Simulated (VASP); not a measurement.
# MnSb (P6_3/mmc) in VASP: notebook

Aim: see how the results for MnSb move with the level of theory and the settings. Levels: PBEsol, PBE. Tasks: single point.

All numbers are computed with VASP 6.6.1; they aren't measurements. Logs are shortened: lines on timing, memory, paths and dates and some standing lists are left out, and cuts for length are marked.

### Step 1. The cell of the first run

Symmetry: P6_3/mmc, No. 194, hexagonal system. The conventional cell has a = 4.150 Å, b = 4.150 Å, c = 5.780 Å, α = 90.00°, β = 90.00°, γ = 120.00°. Mn (site symmetry -3m) has 6 Sb at 2.80 Å and 2 Mn at 2.89 Å within 3.7 Å. Sb (site symmetry -6m2) has 6 Mn at 2.80 Å and 6 Sb at 3.75 Å within 3.8 Å.

### Step 2. Single point, PBEsol, collinear spin, ferromagnetic start

Contents of INCAR:

```
PREC = Accurate ; ENCUT = 520
EDIFF = 1E-6 ; ISMEAR = -1
SIGMA = 0.1 ; LREAL = F
LASPH = T ; NELM = 150
ALGO = Normal ; ISIF = 2
LWAVE = F ; LCHARG = T
ISPIN = 2 ; MAGMOM = 2 2 0 0
LORBIT = 11 ; NUPDOWN = 4.0
LMAXMIX = 4 ; GGA = PS
LELF = T ; LVHAR = T
NBANDS = 30
```

Contents of KPOINTS:

```
Automatic mesh
0
Gamma
  9 9 6
```

Contents of POSCAR:

```
MnSb
1.0
    4.1500000000      0.0000000000      0.0000000000
   -2.0750000000      3.5940054257      0.0000000000
    0.0000000000      0.0000000000      5.7800000000
Mn Sb
2 2
Direct
    0.0000000000      0.0000000000      0.0000000000
    0.0000000000      0.0000000000      0.5000000000
    0.3333333333      0.6666666667      0.2500000000
    0.6666666667      0.3333333333      0.7500000000
```

Potentials or basis: VASP PAW PBE potentials, release 64 (Mn_pv, Sb).

On the command line:

```
$ cat potpaw_PBE.64/Mn_pv/POTCAR potpaw_PBE.64/Sb/POTCAR > POTCAR
$ mpirun -np 1 vasp_std > vasp.out
```

OUTCAR:

```text
PREC = Accurate
   ENCUT = 520
   EDIFF = 1E-6
   ISMEAR = -1
   LREAL = F
   LASPH = T
   NELM = 150
   ISIF = 2
   ISPIN = 2
   LORBIT = 11
   NUPDOWN = 4.0
   GGA = PS

 ion  position               nearest neighbor table
   1  0.000  0.000  0.000-   3 2.80   4 2.80   3 2.80   4 2.80   4 2.80   3 2.80   2 2.89   2 2.89

   2  0.000  0.000  0.500-   3 2.80   4 2.80   3 2.80   4 2.80   4 2.80   3 2.80   1 2.89   1 2.89

   3  0.333  0.667  0.250-   1 2.80   2 2.80   1 2.80   2 2.80   1 2.80   2 2.80   4 3.75   4 3.75
                             4 3.75   4 3.75   4 3.75   4 3.75
   4  0.667  0.333  0.750-   1 2.80   2 2.80   1 2.80   2 2.80   1 2.80   2 2.80   3 3.75   3 3.75
                             3 3.75   3 3.75   3 3.75   3 3.75

  LATTYP: Found a hexagonal cell.
 ALAT       =     4.1500000000
 C/A-ratio  =     1.3927710843

  Lattice vectors:

 A1 = (   4.1500000000,   0.0000000000,   0.0000000000)
 A2 = (  -2.0750000000,   3.5940054257,   0.0000000000)
 A3 = (   0.0000000000,   0.0000000000,   5.7800000000)

Analysis of symmetry for initial positions (statically):
=====================================================================
 Subroutine PRICEL returns:
 Original cell was already a primitive cell.

 Routine SETGRP: Setting up the symmetry group for a
 hexagonal supercell.

 Subroutine GETGRP returns: Found 24 space group operations
 (whereof 12 operations were pure point group operations)
 out of a pool of 24 trial point group operations.

The static configuration has the point symmetry D_3d.
 The point group associated with its full space group is D_6h.

Analysis of symmetry for dynamics (positions and initial velocities):
=====================================================================
 Subroutine PRICEL returns:
 Original cell was already a primitive cell.

 Routine SETGRP: Setting up the symmetry group for a
 hexagonal supercell.

 Subroutine GETGRP returns: Found 24 space group operations
 (whereof 12 operations were pure point group operations)
 out of a pool of 24 trial point group operations.

The dynamic configuration has the point symmetry D_3d.
 The point group associated with its full space group is D_6h.

Analysis of structural, dynamic, and magnetic symmetry:
=====================================================================
 Subroutine PRICEL returns:
 Original cell was already a primitive cell.

 Routine SETGRP: Setting up the symmetry group for a
 hexagonal supercell.

 Subroutine GETGRP returns: Found 24 space group operations
 (whereof 12 operations were pure point group operations)
 out of a pool of 24 trial point group operations.

The overall configuration has the point symmetry D_3d.
 The point group associated with its full space group is D_6h.

 Subroutine INISYM returns: Found 24 space group operations
 (whereof 12 operations are pure point group operations),
 and found     1 'primitive' translations

----------------------------------------------------------------------------------------

                                     Primitive cell

  volume of cell :      86.2094

  direct lattice vectors                    reciprocal lattice vectors
     4.150000000  0.000000000  0.000000000     0.240963855  0.139120547  0.000000000
    -2.075000000  3.594005426  0.000000000     0.000000000  0.278241094  0.000000000
     0.000000000  0.000000000  5.780000000     0.000000000  0.000000000  0.173010381

  length of vectors
     4.150000000  4.150000000  5.780000000     0.278241094  0.278241094  0.173010381

  position of ions in fractional coordinates (direct lattice)
     0.000000000  0.000000000  0.000000000
     0.000000000  0.000000000  0.500000000
     0.333333333  0.666666667  0.250000000
     0.666666667  0.333333333  0.750000000

  ion indices of the primitive-cell ions
   primitive index   ion index
                 1           1
                 2           2
                 3           3
                 4           4

----------------------------------------------------------------------------------------

 KPOINTS: Automatic mesh

Automatic generation of k-mesh.
 Grid dimensions read from file:
 generate k-points for:    9    9    6

 Generating k-lattice:

  Cartesian coordinates                     Fractional coordinates (reciprocal lattice)
     0.026773762  0.015457839  0.000000000     0.111111111  0.000000000  0.000000000
     0.000000000  0.030915677  0.000000000     0.000000000  0.111111111  0.000000000
     0.000000000  0.000000000  0.028835063     0.000000000  0.000000000  0.166666667

  Length of vectors
     0.030915677  0.030915677  0.028835063

  Shift w.r.t. Gamma in fractional coordinates (k-lattice)
     0.000000000  0.000000000  0.000000000

 Subroutine IBZKPT returns following result:
 ===========================================

 Found     48 irreducible k-points:

 Following reciprocal coordinates:
            Coordinates               Weight
  0.000000  0.000000  0.000000      1.000000
  0.111111  0.000000  0.000000      6.000000
  0.222222 -0.000000  0.000000      6.000000
  0.333333  0.000000  0.000000      6.000000
  0.444444 -0.000000  0.000000      6.000000
  0.111111  0.111111  0.000000      6.000000
[... 16 lines left out ...]
  0.333333  0.222222  0.166667     24.000000
  0.333333  0.333333  0.166667      4.000000
 [... further k-points ...]
   k-points           NKPTS =     48   k-points in BZ     NKDIM =     48   number of bands    NBANDS=     30
   number of dos      NEDOS =    301   number of ions     NIONS =      4
   total plane-waves  NPLWV =  49152
   dimension x,y,z NGX =    32 NGY =   32 NGZ =   48
   dimension x,y,z NGXF=    64 NGYF=   64 NGZF=   96
   ions per type =               2   2
   NGX,Y,Z   is equivalent  to a cutoff of  12.82, 12.82, 13.81 a.u.
   NGXF,Y,Z  is equivalent  to a cutoff of  25.64, 25.64, 27.61 a.u.
 SYSTEM =  unknown system
   PREC   = accura    normal or accurate (medium, high low for compatibility)
   ISTART =      0    job   : 0-new  1-cont  2-samecut
   ICHARG =      2    charge: 1-file 2-atom 10-const
   ISPIN  =      2    spin polarized calculation?
   LNONCOLLINEAR =      F non collinear calculations
   LSORBIT =      F    spin-orbit coupling
   LASPH  =      T    aspherical Exc in radial PAW
   ENCUT  =  520.0 eV  38.22 Ry    6.18 a.u.   7.72  7.72 10.75*2*pi/ulx,y,z
   NELM   =    150;   NELMIN=  2; NELMDL= -5     # of ELM steps
   EDIFF  = 0.1E-05   stopping-criterion for ELM
   LREAL  =      F    real-space projection
   EDIFFG = 0.1E-04   stopping-criterion for IOM
   NSW    =      0    number of steps for IOM
   IBRION =     -1    ionic relax: 0-MD 1-quasi-New 2-CG
   NFREE  =      0    steps in history (QN), initial steepest desc. (CG)
   ISIF   =      2    stress and relaxation
   ISYM   =      2    0-nonsym 1-usesym 2-fastsym
   POTIM  = 0.5000    time-step for ionic-motion
   TEBEG  =    0.0;   TEEND  =   0.0 temperature during run
   PSTRESS=    0.0 pullay stress
   NELECT =      36.0000    total number of electrons
   NUPDOWN=       4.0000    fix difference up-down
   EMIN   =  10.00;   EMAX   =-10.00  energy-range for DOS
   EFERMI =   0.00;   METHOD = LEGACY
   ISMEAR =    -1;   SIGMA  =   0.10  broadening in eV -4-tet -1-fermi 0-gaus
   EFERMI_NEDOS =   21; number of points for ismear=-14 and -15
   IALGO  =     38    algorithm
   IMIX   =      4    mixing-type and parameters
     AMIX     =   0.40;   BMIX     =  1.00
     AMIX_MAG =   1.60;   BMIX_MAG =  1.00
  volume/ion in A,a.u.               =      21.55       145.44
  Fermi-wavevector in a.u.,A,eV,Ry     =   1.223651  2.312364 20.372288  1.497321
  Thomas-Fermi vector in A             =   2.358754
   LORBIT       =     11    0 simple, 1 ext, 2 COOP (PROOUT), +10 PAW based schemes
   GGA     = PS    functional components
   LHFCALC =     F    Hartree Fock is set to
   AEXX    =    0.0000 exact exchange contribution
   IVDW    =     0    specifies the selected vdW correction
   LEPSILON=     F    determine dielectric tensor
   LRPA    =     F    only Hartree local field effects (RPA)
 spin polarized calculation
  energy-cutoff  :      520.00
  volume of cell :       86.21
 maximum number of plane-waves:      2350
 NGX is ok and might be reduce to    32
   NGX = 15   NGY = 15   NGZ = 21

 number of electron      36.0000010 magnetization       4.0000003

 Free energy of the ion-electron system (eV)
  ---------------------------------------------------
  ext. energy  EPLUGINS =         0.00000000
  ---------------------------------------------------
  free energy    TOTEN  =       -27.56157825 eV

  energy without entropy =      -27.36863260  energy(sigma->0) =      -27.46510542

 E-fermi :   7.6634     XC(G=0): -10.7591

 val. band max:        7.6567442661   @ k =   0.1111   0.0000   0.5000
 cond. band min:       6.8878928742   @ k =   0.2222   0.2222   0.5000
 fundamental gap:     -0.7688513920
 Fermi energy:         6.8849786314

 spin component 1

 k-point     1 :       0.0000    0.0000    0.0000
  band No.  band energies     occupation
      1     -41.5471      1.00000
      2     -41.5471      1.00000
      3     -41.5393      1.00000
      4     -41.5393      1.00000
      5     -41.4145      1.00000
      6     -41.3323      1.00000
[... 22 lines left out ...]
     29      14.9145      0.00000
     30      14.9145      0.00000

 k-point     2 :       0.1111    0.0000    0.0000
  band No.  band energies     occupation
      1     -41.5474      1.00000
      2     -41.5472      1.00000
      3     -41.5395      1.00000
      4     -41.5394      1.00000
      5     -41.4144      1.00000
      6     -41.3323      1.00000
[... 22 lines left out ...]
     29      13.8866      0.00000
     30      14.3359      0.00000

 k-point     3 :       0.2222   -0.0000    0.0000
  band No.  band energies     occupation
      1     -41.5479      1.00000
      2     -41.5474      1.00000
      3     -41.5399      1.00000
      4     -41.5394      1.00000
      5     -41.4143      1.00000
      6     -41.3323      1.00000
[... 682 lines left out ...]
     29      15.6232      0.00000
     30      16.8162      0.00000

 k-point    24 :       0.3333    0.3333    0.1667
  band No.  band energies     occupation
      1     -41.5479      1.00000
      2     -41.5479      1.00000
      3     -41.5408      1.00000
      4     -41.5408      1.00000
      5     -41.4085      1.00000
      6     -41.3376      1.00000
[... 22 lines left out ...]
     29      15.9953      0.00000
     30      16.0749      0.00000

 [... further k-points ...]

 spin component 2

 k-point     1 :       0.0000    0.0000    0.0000
  band No.  band energies     occupation
      1     -39.2367      1.00000
      2     -39.1443      1.00000
      3     -39.1440      1.00000
      4     -39.1440      1.00000
      5     -39.1350      1.00000
      6     -39.1350      1.00000
[... 22 lines left out ...]
     29      15.4073      0.00000
     30      15.4073      0.00000

 k-point     2 :       0.1111    0.0000    0.0000
  band No.  band energies     occupation
      1     -39.2367      1.00000
      2     -39.1443      1.00000
      3     -39.1443      1.00000
      4     -39.1441      1.00000
      5     -39.1352      1.00000
      6     -39.1350      1.00000
[... 22 lines left out ...]
     29      14.3596      0.00000
     30      14.7625      0.00000

 k-point     3 :       0.2222   -0.0000    0.0000
  band No.  band energies     occupation
      1     -39.2365      1.00000
      2     -39.1450      1.00000
      3     -39.1443      1.00000
      4     -39.1442      1.00000
      5     -39.1357      1.00000
      6     -39.1351      1.00000
[... 682 lines left out ...]
     29      15.7344      0.00000
     30      16.9382      0.00000

 k-point    24 :       0.3333    0.3333    0.1667
  band No.  band energies     occupation
      1     -39.2300      1.00000
      2     -39.1503      1.00000
      3     -39.1450      1.00000
      4     -39.1450      1.00000
      5     -39.1368      1.00000
      6     -39.1368      1.00000
[... 22 lines left out ...]
     29      16.0034      0.00000
     30      16.3282      0.00000

 [... further k-points ...]
[... 5 lines left out ...]
  --------------------------------------------------------------------------------------
  -------------------------------------------------------------------------------------
  Total       -7.6556778     -7.6556778     -9.2529891      0.0000000      0.0000000      0.0000000
  in kB     -142.2785938   -142.2785938   -171.9641708      0.0000000      0.0000000      0.0000000
  external PRESSURE =    -152.1737861 kB  Pullay stress =       0.0000000 kB

 VOLUME and BASIS-vectors are now :
 -----------------------------------------------------------------------------
  energy-cutoff  :      520.00
  volume of cell :       86.21
      direct lattice vectors                 reciprocal lattice vectors
     4.150000000  0.000000000  0.000000000     0.240963855  0.139120547  0.000000000
    -2.075000000  3.594005426  0.000000000     0.000000000  0.278241094  0.000000000
     0.000000000  0.000000000  5.780000000     0.000000000  0.000000000  0.173010381

 POSITION                                       TOTAL-FORCE (eV/Angst)
 -----------------------------------------------------------------------------------
      0.00000      0.00000      0.00000         0.000000      0.000000      0.000000
      0.00000      0.00000      2.89000         0.000000      0.000000      0.000000
     -0.00000      2.39600      1.44500        -0.000000      0.000000     -0.000000
      2.07500      1.19800      4.33500         0.000000     -0.000000      0.000000
 -----------------------------------------------------------------------------------
    total drift:                                0.000000     -0.000000      0.000000

  FREE ENERGIE OF THE ION-ELECTRON SYSTEM (eV)
  ---------------------------------------------------
  free  energy   TOTEN  =       -27.5615782482 eV

  energy  without entropy=      -27.3686326006  energy(sigma->0) =      -27.46510542

 total charge

# of ion       s       p       d       tot
------------------------------------------
    1        0.264   6.189   5.107  11.561
    2        0.264   6.189   5.107  11.561
    3        1.126   1.222   0.047   2.395
    4        1.126   1.222   0.047   2.395
--------------------------------------------------
tot          2.780  14.823  10.310  27.912

 magnetization (x)

# of ion       s       p       d       tot
------------------------------------------
    1        0.017   0.003   2.218   2.238
    2        0.017   0.003   2.218   2.238
    3       -0.011  -0.156  -0.002  -0.169
    4       -0.011  -0.156  -0.002  -0.169
--------------------------------------------------
tot          0.011  -0.306   4.433   4.138
```

Run time: 1.8 min. Hardware: 1 thread of AMD EPYC 9R45 (Zen 5), shared host; peak memory 0.33 GiB.

Results:

```yaml
Free_energy: -27.5616 eV
Pressure: -15.2 GPa
Net_moment: 4.00 μB per cell
Site_moments: Mn +2.24; Sb -0.17 μB
Valence_electrons_inside_the_program's_atomic_spheres: Mn 11.56; Sb 2.40
```

Caveat: the cell stands under tension; the PAW data sets were made with another functional, which shifts forces and pressure a little; spin-orbit coupling is left out, which moves the levels of the heavy elements; the total moment is fixed, so each spin has its own Fermi level; only a ferromagnetic start was run, and an antiferromagnetic order may lie lower in energy.

### Step 3. Single point, PBEsol, collinear spin, ferromagnetic start

Contents of INCAR:

```
PREC     = Accurate       # precision mode
ENCUT    = 520            # plane-wave cutoff, eV
EDIFF    = 1E-7           # SCF threshold, eV
ISMEAR   = -1             # smearing method
SIGMA    = 0.1            # smearing width, eV
LREAL    = False          # projectors in reciprocal space
LASPH    = True           # aspherical terms in the spheres
NELM     = 150            # most SCF steps
ALGO     = Normal         # electronic algorithm
ISIF     = 2              # what is computed and relaxed
LWAVE    = False          # write WAVECAR
LCHARG   = False          # write CHGCAR
ISPIN    = 2              # spin polarisation
MAGMOM   = 2.665 2.665 0 0 # initial moments
LORBIT   = 11             # projections on sites
NUPDOWN  = 5.33           # fixed moment
LMAXMIX  = 4              # l up to which the mixer works
GGA      = PS             # functional
NBANDS   = 30             # bands
```

KPOINTS is that of step 2.

POSCAR is that of step 2.

Potentials or basis: VASP PAW PBE potentials, release 64 (Mn_pv, Sb).

On the command line:

```
$ cat potpaw_PBE.64/Mn_pv/POTCAR potpaw_PBE.64/Sb/POTCAR > POTCAR
$ mpirun -np 1 vasp_std > vasp.out
```

Run time: 2.1 min. Hardware: 1 thread of AMD EPYC 9R45 (Zen 5), shared host; peak memory 0.33 GiB.

It converged, with:

```
Free energy                                           : -28.0213 eV
Pressure                                              : -11.7 GPa
Net moment                                            : 5.33 μB per cell
Site moments                                          : Mn +2.85; Sb -0.17 μB
Valence electrons inside the program's atomic spheres : Mn 11.54; Sb 2.42
```

Stress tensor (GPa, compression positive):
```
-11.13   0.00   0.00
  0.00 -11.13   0.00
  0.00   0.00 -12.88
```

Caveat: the cell stands under tension; the PAW data sets were made with another functional, which shifts forces and pressure a little; spin-orbit coupling is left out, which moves the levels of the heavy elements; the total moment is fixed, so each spin has its own Fermi level; only a ferromagnetic start was run, and an antiferromagnetic order may lie lower in energy.

(Part 1 of 2 ends here.)
